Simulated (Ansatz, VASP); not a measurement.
**MgO in VASP and in Ansatz**

```xyz
4
Lattice="3.6345 0.0000 0.0000 -1.8173 3.1476 0.0000 0.0000 0.0000 4.1703" Properties=species:S:1:pos:R:3 pbc="T T T"
Mg    1.8173    1.0492    3.1277
Mg    0.0000    2.0984    1.0426
O     1.8173    1.0492    1.0426
O     0.0000    2.0984    3.1277
```

Alike in both runs: task single point; functional PBE; k mesh 9 × 9 × 6; occupations gaussian, width 0.05 eV; no spin polarisation.

|  | VASP | Ansatz |
| --- | --- | --- |
| version | VASP 6.6.1 | Ansatz 0.2.0 |
| potentials or method | VASP PAW PBE potentials, release 64 (Mg, O), cutoff 520 eV | scalar-relativistic, plane waves, PAW |
| valence electrons in the cell | 16 | 32 |

|  | VASP | Ansatz | Ansatz less VASP |
| --- | --- | --- | --- |
| gap on the k mesh at the Fermi level (eV) | 3.11 | 3.13 | +0.020 |
| least direct gap on the mesh (eV) | 3.11 | 3.13 | +0.020 |
| pressure (GPa) | -5.2 | -4.6 | +0.58 |
| traceless stress, the component that is largest in VASP (GPa) | 3.80 | 3.88 | +0.077 |

VASP's potentials hold 16 valence electrons a cell and Ansatz's 32, so a difference there can come from the potentials and not from the codes.
